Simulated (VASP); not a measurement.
# HfGe3 (P4/mmm) in VASP: single point with PBE

Aim: the single point of HfGe3 with PBE.

Program: VASP 6.6.1. These are calculated values, not measurements. Logs are shortened: lines on timing, memory, paths and dates and some standing lists are left out, and cuts for length are marked.

### 1 The cell of the first run

Symmetry: P4/mmm, No. 123, tetragonal system. The conventional cell has a = 4.252 Å, b = 4.252 Å, c = 4.303 Å, α = 90.00°, β = 90.00°, γ = 90.00°. Within 4.0 Å of Hf (site symmetry 4/mmm) lie 12 Ge at 3.01 to 3.02 Å. Ge (site symmetry 4/mmm) has 4 Hf at 3.01 Å and 8 Ge at 3.02 Å within 4.0 Å. Ge (site symmetry mmm) has 8 Ge at 3.01 to 3.02 Å and 4 Hf at 3.02 Å within 4.0 Å.

### 2 Single point, PBE

File INCAR:

```
PREC = Accurate
ENCUT = 520
EDIFF = 1E-6
ISMEAR = 0
SIGMA = 0.1
LREAL = False
LASPH = True
NELM = 60
ALGO = Normal
ISIF = 2
LWAVE = False
LCHARG = False
GGA = PE
NBANDS = 34
```

File KPOINTS:

```
regular mesh
0
Gamma
  4 4 4
```

File POSCAR:

```
HfGe3
1.0
    4.2523776000      0.0000000000      0.0000000000
    0.0000000000      4.2523776000      0.0000000000
    0.0000000000      0.0000000000      4.3029093900
Hf Ge
1 3
Direct
    0.0000000000      0.0000000000      0.0000000000
    0.5000000000      0.5000000000      0.0000000000
    0.0000000000      0.5000000000      0.5000000000
    0.5000000000      0.0000000000      0.5000000000
```

Potentials or basis: VASP PAW PBE potentials, release 64 (Hf_pv, Ge_d).

Launch:

```
cat potpaw_PBE.64/Hf_pv/POTCAR potpaw_PBE.64/Ge_d/POTCAR > POTCAR
mpirun -np 1 vasp_std > vasp.out
```

OUTCAR:

```text
PREC = Accurate
   ENCUT = 520
   EDIFF = 1E-6
   ISMEAR = 0
   LREAL = False
   LASPH = True
   NELM = 60
   ISIF = 2
   GGA = PE

 ion  position               nearest neighbor table
   1  0.000  0.000  0.000-   2 3.01   2 3.01   2 3.01   2 3.01   4 3.02   3 3.02   3 3.02   3 3.02
                             4 3.02   4 3.02   4 3.02   3 3.02
   2  0.500  0.500  0.000-   1 3.01   1 3.01   1 3.01   1 3.01
   3  0.000  0.500  0.500-   1 3.02   1 3.02   1 3.02   1 3.02
   4  0.500  0.000  0.500-   1 3.02   1 3.02   1 3.02   1 3.02

  LATTYP: Found a simple tetragonal cell.
 ALAT       =     4.2523776000
 C/A-ratio  =     1.0118831851

  Lattice vectors:

 A1 = (   4.2523776000,   0.0000000000,   0.0000000000)
 A2 = (   0.0000000000,   4.2523776000,   0.0000000000)
 A3 = (   0.0000000000,   0.0000000000,   4.3029093900)

Analysis of symmetry for initial positions (statically):
=====================================================================
 Subroutine PRICEL returns:
 Original cell was already a primitive cell.

 Routine SETGRP: Setting up the symmetry group for a
 simple tetragonal supercell.

 Subroutine GETGRP returns: Found 16 space group operations
 (whereof 16 operations were pure point group operations)
 out of a pool of 16 trial point group operations.

The static configuration has the point symmetry D_4h.

Analysis of symmetry for dynamics (positions and initial velocities):
=====================================================================
 Subroutine PRICEL returns:
 Original cell was already a primitive cell.

 Routine SETGRP: Setting up the symmetry group for a
 simple tetragonal supercell.

 Subroutine GETGRP returns: Found 16 space group operations
 (whereof 16 operations were pure point group operations)
 out of a pool of 16 trial point group operations.

The dynamic configuration has the point symmetry D_4h.

 Subroutine INISYM returns: Found 16 space group operations
 (whereof 16 operations are pure point group operations),
 and found     1 'primitive' translations

----------------------------------------------------------------------------------------

                                     Primitive cell

  volume of cell :      77.8083

  direct lattice vectors                    reciprocal lattice vectors
     4.252377600  0.000000000  0.000000000     0.235162559  0.000000000  0.000000000
     0.000000000  4.252377600  0.000000000     0.000000000  0.235162559  0.000000000
     0.000000000  0.000000000  4.302909390     0.000000000  0.000000000  0.232400897

  length of vectors
     4.252377600  4.252377600  4.302909390     0.235162559  0.235162559  0.232400897

  position of ions in fractional coordinates (direct lattice)
     0.000000000  0.000000000  0.000000000
     0.500000000  0.500000000  0.000000000
     0.000000000  0.500000000  0.500000000
     0.500000000  0.000000000  0.500000000

  ion indices of the primitive-cell ions
   primitive index   ion index
                 1           1
                 2           2
                 3           3
                 4           4

----------------------------------------------------------------------------------------

 KPOINTS: regular mesh

Automatic generation of k-mesh.
 Grid dimensions read from file:
 generate k-points for:    4    4    4

 Generating k-lattice:

  Cartesian coordinates                     Fractional coordinates (reciprocal lattice)
     0.058790640  0.000000000  0.000000000     0.250000000  0.000000000  0.000000000
     0.000000000  0.058790640  0.000000000     0.000000000  0.250000000  0.000000000
     0.000000000  0.000000000  0.058100224     0.000000000  0.000000000  0.250000000

  Length of vectors
     0.058790640  0.058790640  0.058100224

  Shift w.r.t. Gamma in fractional coordinates (k-lattice)
     0.000000000  0.000000000  0.000000000

 Subroutine IBZKPT returns following result:
 ===========================================

 Found     18 irreducible k-points:

 Following reciprocal coordinates:
            Coordinates               Weight
  0.000000  0.000000  0.000000      1.000000
  0.250000  0.000000  0.000000      4.000000
  0.500000  0.000000  0.000000      2.000000
  0.250000  0.250000  0.000000      4.000000
  0.500000  0.250000  0.000000      4.000000
  0.500000  0.500000  0.000000      1.000000
[... 10 lines left out ...]
  0.500000  0.250000  0.500000      4.000000
  0.500000  0.500000  0.500000      1.000000
   k-points           NKPTS =     18   k-points in BZ     NKDIM =     18   number of bands    NBANDS=     34
   number of dos      NEDOS =    301   number of ions     NIONS =      4
   total plane-waves  NPLWV =  32768
   dimension x,y,z NGX =    32 NGY =   32 NGZ =   32
   dimension x,y,z NGXF=    64 NGYF=   64 NGZF=   64
   ions per type =               1   3
   NGX,Y,Z   is equivalent  to a cutoff of  12.51, 12.51, 12.36 a.u.
   NGXF,Y,Z  is equivalent  to a cutoff of  25.02, 25.02, 24.73 a.u.
 SYSTEM =  unknown system
   PREC   = accura    normal or accurate (medium, high low for compatibility)
   ISTART =      0    job   : 0-new  1-cont  2-samecut
   ICHARG =      2    charge: 1-file 2-atom 10-const
   ISPIN  =      1    spin polarized calculation?
   LNONCOLLINEAR =      F non collinear calculations
   LSORBIT =      F    spin-orbit coupling
   LASPH  =      T    aspherical Exc in radial PAW
   ENCUT  =  520.0 eV  38.22 Ry    6.18 a.u.   7.91  7.91  8.00*2*pi/ulx,y,z
   NELM   =     60;   NELMIN=  2; NELMDL= -5     # of ELM steps
   EDIFF  = 0.1E-05   stopping-criterion for ELM
   LREAL  =      F    real-space projection
   EDIFFG = 0.1E-04   stopping-criterion for IOM
   NSW    =      0    number of steps for IOM
   IBRION =     -1    ionic relax: 0-MD 1-quasi-New 2-CG
   NFREE  =      0    steps in history (QN), initial steepest desc. (CG)
   ISIF   =      2    stress and relaxation
   ISYM   =      2    0-nonsym 1-usesym 2-fastsym
   POTIM  = 0.5000    time-step for ionic-motion
   TEBEG  =    0.0;   TEEND  =   0.0 temperature during run
   PSTRESS=    0.0 pullay stress
   NELECT =      52.0000    total number of electrons
   NUPDOWN=      -1.0000    fix difference up-down
   EMIN   =  10.00;   EMAX   =-10.00  energy-range for DOS
   EFERMI =   0.00;   METHOD = LEGACY
   ISMEAR =     0;   SIGMA  =   0.10  broadening in eV -4-tet -1-fermi 0-gaus
   EFERMI_NEDOS =   21; number of points for ismear=-14 and -15
   IALGO  =     38    algorithm
   IMIX   =      4    mixing-type and parameters
     AMIX     =   0.40;   BMIX     =  1.00
     AMIX_MAG =   1.60;   BMIX_MAG =  1.00
  volume/ion in A,a.u.               =      19.45       131.27
  Fermi-wavevector in a.u.,A,eV,Ry     =   1.431311  2.704786 27.873590  2.048651
  Thomas-Fermi vector in A             =   2.551061
   LORBIT       =      0    0 simple, 1 ext, 2 COOP (PROOUT), +10 PAW based schemes
   GGA     = PE    functional components
   LHFCALC =     F    Hartree Fock is set to
   AEXX    =    0.0000 exact exchange contribution
   IVDW    =     0    specifies the selected vdW correction
   LEPSILON=     F    determine dielectric tensor
   LRPA    =     F    only Hartree local field effects (RPA)
 non-spin polarized calculation
 Gauss-broadening in eV      SIGMA  =   0.10
  energy-cutoff  :      520.00
  volume of cell :       77.81
 maximum number of plane-waves:      2120
 NGX is ok and might be reduce to    32
   NGX = 15   NGY = 15   NGZ = 17

 number of electron      51.9999942 magnetization

 Free energy of the ion-electron system (eV)
  ---------------------------------------------------
  ext. energy  EPLUGINS =         0.00000000
  ---------------------------------------------------
  free energy    TOTEN  =       -23.55351830 eV

  energy without entropy =      -23.54399449  energy(sigma->0) =      -23.54875639

 E-fermi :   6.8795     XC(G=0): -11.3633

 val. band max:        6.7038486867   @ k =   0.2500   0.2500   0.2500
 cond. band min:       6.8973001254   @ k =   0.2500   0.2500   0.0000
 fundamental gap:      0.1934514387
 Fermi energy:         6.8794927927

 k-point     1 :       0.0000    0.0000    0.0000
  band No.  band energies     occupation
      1     -25.2318      2.00000
      2     -25.2132      2.00000
      3     -25.2132      2.00000
      4     -18.0342      2.00000
      5     -18.0233      2.00000
      6     -18.0156      2.00000
[... 26 lines left out ...]
     33       8.7465      0.00000
     34      11.8821      0.00000

 k-point     2 :       0.2500    0.0000    0.0000
  band No.  band energies     occupation
      1     -25.2315      2.00000
      2     -25.2245      2.00000
      3     -25.2130      2.00000
      4     -18.0216      2.00000
      5     -18.0136      2.00000
      6     -18.0040      2.00000
[... 26 lines left out ...]
     33      10.0343      0.00000
     34      11.2107      0.00000

 k-point     3 :       0.5000    0.0000    0.0000
  band No.  band energies     occupation
      1     -25.2357      2.00000
      2     -25.2313      2.00000
      3     -25.2129      2.00000
      4     -18.0115      2.00000
      5     -18.0010      2.00000
      6     -17.9787      2.00000
[... 26 lines left out ...]
     33      13.0406      0.00000
     34      13.3380      0.00000
[... 482 lines left out ...]
 k-point    17 :       0.5000    0.2500    0.5000
  band No.  band energies     occupation
      1     -25.2468      2.00000
      2     -25.2310      2.00000
      3     -25.2209      2.00000
      4     -17.9910      2.00000
      5     -17.9910      2.00000
      6     -17.9909      2.00000
[... 26 lines left out ...]
     33      12.3780      0.00000
     34      12.4231      0.00000

 k-point    18 :       0.5000    0.5000    0.5000
  band No.  band energies     occupation
      1     -25.2451      2.00000
      2     -25.2292      2.00000
      3     -25.2292      2.00000
      4     -17.9973      2.00000
      5     -17.9973      2.00000
      6     -17.9972      2.00000
[... 26 lines left out ...]
     33      12.8313      0.00000
     34      13.0085      0.00000

------------------------ aborting loop because EDIFF is reached ----------------------------------------

  FORCE on cell =-STRESS in cart. coord.  units (eV):
  Direction    XX          YY          ZZ          XY          YZ          ZX
  --------------------------------------------------------------------------------------
  -------------------------------------------------------------------------------------
  Total       -2.4664553     -2.4664553     -2.5036809      0.0000000      0.0000000      0.0000000
  in kB      -50.7876345    -50.7876345    -51.5541592      0.0000000      0.0000000      0.0000000
  external PRESSURE =     -51.0431427 kB  Pullay stress =       0.0000000 kB

 VOLUME and BASIS-vectors are now :
 -----------------------------------------------------------------------------
  energy-cutoff  :      520.00
  volume of cell :       77.81
      direct lattice vectors                 reciprocal lattice vectors
     4.252377600  0.000000000  0.000000000     0.235162559  0.000000000  0.000000000
     0.000000000  4.252377600  0.000000000     0.000000000  0.235162559  0.000000000
     0.000000000  0.000000000  4.302909390     0.000000000  0.000000000  0.232400897

 POSITION                                       TOTAL-FORCE (eV/Angst)
 -----------------------------------------------------------------------------------
      0.00000      0.00000      0.00000         0.000000      0.000000      0.000000
      2.12619      2.12619      0.00000         0.000000      0.000000      0.000000
      0.00000      2.12619      2.15145         0.000000      0.000000      0.000000
      2.12619      0.00000      2.15145         0.000000      0.000000      0.000000
 -----------------------------------------------------------------------------------
    total drift:                                0.000000     -0.000000     -0.000000

  FREE ENERGIE OF THE ION-ELECTRON SYSTEM (eV)
  ---------------------------------------------------
  free  energy   TOTEN  =       -23.5535183002 eV

  energy  without entropy=      -23.5439944863  energy(sigma->0) =      -23.54875639
```

Run time: 22 s. Hardware: 1 thread of Intel Xeon 6975P-C, shared host; peak memory 0.2 GiB.

Results:

| Quantity | Value |
| --- | --- |
| Free energy | -23.5535 eV |
| Pressure | -5.1 GPa |
| Band gap on the k mesh | zero (band 26 reaches 7.37 eV, above the bottom of band 27 at 6.12 eV) |

Stress tensor (GPa, compression positive):
```
-5.08  0.00  0.00
 0.00 -5.08  0.00
 0.00  0.00 -5.16
```

Caveat: the k points lie up to 0.37 Å⁻¹ apart; spin-orbit coupling is left out, which moves the levels of the heavy elements.
